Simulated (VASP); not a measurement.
# Be2S (P-6m2) in VASP: further runs, part 2 of 2

VASP 6.6.1. Earlier steps stand in the parts before.

### Step 4. Single point, PBE

Contents of INCAR:

```
ALGO     = Normal         # electronic algorithm
EDIFF    = 1E-6           # SCF threshold, eV
ENCUT    = 520            # plane-wave cutoff, eV
GGA      = PE             # functional
ISIF     = 2              # what is computed and relaxed
ISMEAR   = 0              # smearing method
LASPH    = T              # aspherical terms in the spheres
LCHARG   = T              # write CHGCAR
LELF     = T              # ELF
LREAL    = F              # projectors in reciprocal space
LVHAR    = T            
LWAVE    = F              # write WAVECAR
NBANDS   = 12             # bands
NELM     = 80             # most SCF steps
PREC     = Accurate       # precision mode
SIGMA    = 0.1            # smearing width, eV
```

Contents of KPOINTS:

```
k-points
0
Gamma
  12 12 8
```

Contents of POSCAR:

```
Be2S
1.0
    3.2554963613      0.0000000000      0.0000000000
   -1.6277481807      2.8193425508      0.0000000000
    0.0000000000      0.0000000000      4.4492284963
Be S
2 1
Direct
    0.3333333333      0.6666666667      0.7343826754
    0.3333333333      0.6666666667      0.2656173246
    0.0000000000      0.0000000000      0.0000000000
```

Potentials or basis: VASP PAW PBE potentials, release 64 (Be, S).

On the command line:

```sh
cat potpaw_PBE.64/Be/POTCAR potpaw_PBE.64/S/POTCAR > POTCAR
mpirun -np 1 vasp_std > vasp.out
```

OUTCAR:

```text
EDIFF = 1E-6
   ENCUT = 520
   GGA = PE
   ISIF = 2
   ISMEAR = 0
   LASPH = T
   LREAL = F
   NELM = 80
   PREC = Accurate

 ion  position               nearest neighbor table
   1  0.333  0.667  0.734-   2 2.09   3 2.22   3 2.22   3 2.22   2 2.36
   2  0.333  0.667  0.266-   1 2.09   3 2.22   3 2.22   3 2.22   1 2.36
   3  0.000  0.000  0.000-   1 2.22   2 2.22   1 2.22   2 2.22   1 2.22   2 2.22

  LATTYP: Found a hexagonal cell.
 ALAT       =     3.2554963613
 C/A-ratio  =     1.3666820670

  Lattice vectors:

 A1 = (   3.2554963613,   0.0000000000,   0.0000000000)
 A2 = (  -1.6277481807,   2.8193425508,   0.0000000000)
 A3 = (   0.0000000000,   0.0000000000,   4.4492284963)

Analysis of symmetry for initial positions (statically):
=====================================================================
 Subroutine PRICEL returns:
 Original cell was already a primitive cell.

 Routine SETGRP: Setting up the symmetry group for a
 hexagonal supercell.

 Subroutine GETGRP returns: Found 12 space group operations
 (whereof 12 operations were pure point group operations)
 out of a pool of 24 trial point group operations.

The static configuration has the point symmetry D_3h.

Analysis of symmetry for dynamics (positions and initial velocities):
=====================================================================
 Subroutine PRICEL returns:
 Original cell was already a primitive cell.

 Routine SETGRP: Setting up the symmetry group for a
 hexagonal supercell.

 Subroutine GETGRP returns: Found 12 space group operations
 (whereof 12 operations were pure point group operations)
 out of a pool of 24 trial point group operations.

The dynamic configuration has the point symmetry D_3h.

 Subroutine INISYM returns: Found 12 space group operations
 (whereof 12 operations are pure point group operations),
[... 124 lines left out ...]
   LHFCALC =     F    Hartree Fock is set to
   AEXX    =    0.0000 exact exchange contribution
   IVDW    =     0    specifies the selected vdW correction
   LEPSILON=     F    determine dielectric tensor
   LRPA    =     F    only Hartree local field effects (RPA)
 non-spin polarized calculation
 Gauss-broadening in eV      SIGMA  =   0.10
  energy-cutoff  :      520.00
  volume of cell :       40.84
 maximum number of plane-waves:      1122
   NGX = 13   NGY = 13   NGZ = 17

 number of electron      10.0000001 magnetization

 Free energy of the ion-electron system (eV)
  ---------------------------------------------------
  ext. energy  EPLUGINS =         0.00000000
  ---------------------------------------------------
  free energy    TOTEN  =       -11.61599038 eV

  energy without entropy =      -11.61456496  energy(sigma->0) =      -11.61527767

 E-fermi :   5.4093     XC(G=0):  -9.5966

 val. band max:        5.4064176250   @ k =   0.0833  -0.0000   0.5000
 cond. band min:       5.4702254447   @ k =   0.3333   0.2500   0.5000
 fundamental gap:      0.0638078197
 Fermi energy:         5.4092879562

 k-point     1 :       0.0000    0.0000    0.0000
  band No.  band energies     occupation
      1     -10.7845      2.00000
      2      -0.5960      2.00000
      3       1.7140      2.00000
      4       2.8445      2.00000
      5       2.8445      2.00000
      6       8.2197      0.00000
      7       9.4535      0.00000
      8       9.4535      0.00000
      9      12.9481      0.00000
     10      12.9481      0.00000
     11      14.7986      0.00000
     12      16.3283      0.00000
[... 331 lines left out ...]
 k-point    24 :       0.3333    0.0000    0.1250
  band No.  band energies     occupation
      1      -9.5524      2.00000
      2      -1.9777      2.00000
      3       0.0658      2.00000
      4       1.4716      2.00000
      5       3.7025      2.00000
      6       7.0683      0.00000
      7       8.1952      0.00000
      8      10.3970      0.00000
      9      10.5754      0.00000
     10      12.9260      0.00000
     11      14.4465      0.00000
     12      14.8288      0.00000

 [... further k-points ...]

------------------------ aborting loop because EDIFF is reached ----------------------------------------

  FORCE on cell =-STRESS in cart. coord.  units (eV):
  Direction    XX          YY          ZZ          XY          YZ          ZX
  --------------------------------------------------------------------------------------
  -------------------------------------------------------------------------------------
  Total        0.0040040      0.0040040     -0.0110793     -0.0000000      0.0000000      0.0000000
  in kB        0.1570941      0.1570941     -0.4346847     -0.0000000      0.0000000      0.0000000
  external PRESSURE =      -0.0401655 kB  Pullay stress =       0.0000000 kB

 VOLUME and BASIS-vectors are now :
 -----------------------------------------------------------------------------
  energy-cutoff  :      520.00
  volume of cell :       40.84
      direct lattice vectors                 reciprocal lattice vectors
     3.255496361  0.000000000  0.000000000     0.307172821  0.177346311  0.000000000
    -1.627748181  2.819342551  0.000000000     0.000000000  0.354692621  0.000000000
     0.000000000  0.000000000  4.449228496     0.000000000  0.000000000  0.224758068

 POSITION                                       TOTAL-FORCE (eV/Angst)
 -----------------------------------------------------------------------------------
     -0.00000      1.87956      3.26744        -0.000000     -0.000000     -0.005905
     -0.00000      1.87956      1.18179        -0.000000     -0.000000      0.005905
      0.00000      0.00000      0.00000         0.000000      0.000000      0.000000
 -----------------------------------------------------------------------------------
    total drift:                               -0.000000      0.000000      0.000000

  FREE ENERGIE OF THE ION-ELECTRON SYSTEM (eV)
  ---------------------------------------------------
  free  energy   TOTEN  =       -11.6159903753 eV

  energy  without entropy=      -11.6145649560  energy(sigma->0) =      -11.61527767
```

OSZICAR:

```text
N       E                     dE             d eps       ncg     rms          rms(c)
DAV:   1     0.166009580223E+02    0.16601E+02   -0.41258E+03  2280   0.678E+02
DAV:   2    -0.102631968584E+02   -0.26864E+02   -0.24905E+02  2960   0.115E+02
DAV:   3    -0.118571970296E+02   -0.15940E+01   -0.15850E+01  3104   0.252E+01
DAV:   4    -0.118695445962E+02   -0.12348E-01   -0.12343E-01  2672   0.260E+00
DAV:   5    -0.118696964090E+02   -0.15181E-03   -0.15181E-03  3152   0.301E-01    0.726E+00
DAV:   6    -0.116815325409E+02    0.18816E+00   -0.13598E-01  2752   0.162E+00    0.450E+00
DAV:   7    -0.116167269693E+02    0.64806E-01   -0.23991E-01  2796   0.205E+00    0.620E-01
DAV:   8    -0.116160375080E+02    0.68946E-03   -0.18420E-02  2668   0.738E-01    0.941E-02
DAV:   9    -0.116159884175E+02    0.49090E-04   -0.99704E-04  2676   0.186E-01    0.531E-02
DAV:  10    -0.116159910063E+02   -0.25888E-05   -0.24646E-04  2660   0.844E-02    0.345E-02
DAV:  11    -0.116159903753E+02    0.63105E-06   -0.90591E-06  2804   0.174E-02
   1 F= -.11615990E+02 E0= -.11615278E+02  d E =-.142542E-02
```

It took 28 s on 1 thread of Intel Xeon Platinum 8375C at 2.90GHz (Ice Lake), shared host; peak memory 0.17 GiB.

Results:

| Property | Result |
| --- | --- |
| Free energy | -11.6160 eV |
| Pressure | 0.0 GPa |
| Largest force | 0.006 eV/Å |
| Band gap on the k mesh | zero (band 5 reaches 5.41 eV, above the bottom of band 6 at 4.87 eV) |

Forces on the atoms (eV/Å):
```
Be   0.000  0.000 -0.006
Be   0.000  0.000  0.006
S    0.000  0.000  0.000
```

### Step 5. Relaxation of cell and atoms, PBE

Contents of INCAR:

```
SYSTEM = Be2S
  PREC = Accurate
  ENCUT = 600
  EDIFF = 1E-6
  ISMEAR = 0
  SIGMA = 0.1
  LREAL = .False.
  LASPH = .True.
  NELM = 80
  ALGO = Normal
  ISIF = 3
  LWAVE = .False.
  LCHARG = .False.
  GGA = PE
  IBRION = 2
  NSW = 100
  EDIFFG = -0.01
```

Contents of KPOINTS:

```
regular mesh
0
Gamma
  12 12 8
  0 0 0
```

Contents of POSCAR:

```
Be2S
1.0
    3.2571756693      0.0000000000      0.0000000000
   -1.6285878347      2.8207968742      0.0000000000
    0.0000000000      0.0000000000      4.4524756216
Be S
2 1
Direct
    0.3333333333      0.6666666667      0.7342918731
    0.3333333333      0.6666666667      0.2657081269
    0.0000000000      0.0000000000      0.0000000000
```

On the command line:

```sh
cat potpaw_PBE.64/Be/POTCAR potpaw_PBE.64/S/POTCAR > POTCAR
mpirun -np 1 vasp_std > vasp.out
```

Run time: 30 s. Hardware: 1 thread of Intel Xeon Platinum 8375C at 2.90GHz (Ice Lake), shared host; peak memory 0.19 GiB.

Results (log left out):

```yaml
Free_energy: -11.6163 eV
Pressure_after_relaxing: -0.1 GPa
Band_gap_on_the_k_mesh: zero (band 5 reaches 5.39 eV, above the bottom of band 6 at 4.86 eV)
```

Final structure:
```
Be S
1.0
     3.25718    0.00000    0.00000
    -1.62859    2.82080    0.00000
     0.00000    0.00000    4.45248
Be S
2 1
Direct
  0.33333 0.66667 0.73429
  0.33333 0.66667 0.26571
  0.00000 0.00000 0.00000
```

Levels at points of the mesh, in eV from the Fermi level:
| k point | band 3 | band 4 | band 5 | band 6 | band 7 | band 8 |
| --- | --- | --- | --- | --- | --- | --- |
| (0.00, 0.00, 0.00) | -3.69 | -2.56 | -2.56 | 2.80 | 4.05 | 4.05 |
| (0.50, 0.00, 0.00) | -4.62 | -4.28 | -0.73 | 0.64 | 1.80 | 3.13 |
| (0.00, 0.00, 0.50) | -2.47 | -2.47 | -0.01 | 2.87 | 4.76 | 4.76 |
| (0.50, 0.00, 0.50) | -5.62 | -4.12 | -2.02 | 1.73 | 3.09 | 3.30 |

Caveat: the relaxation stopped at its first step, so nothing moved.

### Step 6. The runs side by side

```csv
task,cell,k mesh,cutoff (eV),smearing,gap on the mesh (eV),pressure (GPa),largest force (eV/Å)
single point,"a = 3.257, b = 3.257, c = 4.452 Å, angles 90.0, 90.0, 120.0°, 3 atoms",7 × 7 × 5,520,gaussian 0.2 eV,0.47,0.0,0.01
relaxation of cell and atoms,"relaxed from a = 3.300, b = 3.300, c = 3.850 Å, angles 90.0, 90.0, 120.0°, 3 atoms",7 × 7 × 5,600,gaussian 0.2 eV,0.47,-0.2,0.06
single point,"a = 3.255, b = 3.255, c = 4.449 Å, angles 90.0, 90.0, 120.0°, 3 atoms",12 × 12 × 8,520,gaussian 0.1 eV,none,0.0,0.01
relaxation of cell and atoms,"relaxed from a = 3.257, b = 3.257, c = 4.452 Å, angles 90.0, 90.0, 120.0°, 3 atoms",12 × 12 × 8,600,gaussian 0.1 eV,none,-0.1,-
```

Alike in all rows: level PBE; potentials or basis VASP PAW PBE potentials, release 64 (Be, S); no spin polarisation.

Caveats: the relaxation stopped at a loose force limit of 0.08 eV/Å, so its end isn't a converged minimum (some runs); the relaxation stopped at its first step, so nothing moved (some runs).

Absolute energies hang on the potentials; compare differences alone.
